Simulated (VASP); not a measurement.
Set up this calculation in VASP 6.6.1, as the native input.

```yaml
Task: single point
Functional: PBE
Potentials_or_basis: VASP PAW PBE potentials, release 64 (Pt)
Cutoff: 520 eV
k_mesh: 17 × 17 × 16
Occupations: fermi-dirac, width 0.05 eV
Spin: no spin polarisation
Dipole_correction: no
Further_INCAR_settings: ALGO = Normal; EDIFF = 1e-07; NBANDS = 11
```

The structure of Pt lies in POSCAR:

```
Pt
1.0
    2.5090969939      0.0000000000      0.0000000000
   -1.2545484970      2.1729417373      0.0000000000
    0.0000000000      0.0000000000      2.4515165744
Pt
1
Direct
    0.0000000000      0.0000000000      0.0000000000
```

This isn't the form of Pt at room conditions, which is fcc.

The input as run:

INCAR

```
PREC = Accurate
ENCUT = 520
EDIFF = 1E-7
ISMEAR = -1
SIGMA = 0.05
LREAL = False
LASPH = True
NELM = 60
ALGO = Normal
ISIF = 2
LWAVE = False
LCHARG = False
GGA = PE
NBANDS = 11
```

KPOINTS

```
regular mesh
0
Gamma
  17 17 16
```

Potentials or basis: VASP PAW PBE potentials, release 64 (Pt).

Run with:

```sh
$ cat potpaw_PBE.64/Pt/POTCAR > POTCAR
$ mpirun -np 1 vasp_std > vasp.out
```

It gave:

* Pressure: 91.3 GPa
* Band gap on the k mesh: zero (bands 5 and 6 overlap by 4.57 eV)

Caveat: the cell stands under pressure; spin-orbit coupling is left out, which moves the levels of the heavy elements.

It took 40 s on 1 thread of Intel Xeon 8259CL (shared host), peak memory 0.16 GiB.
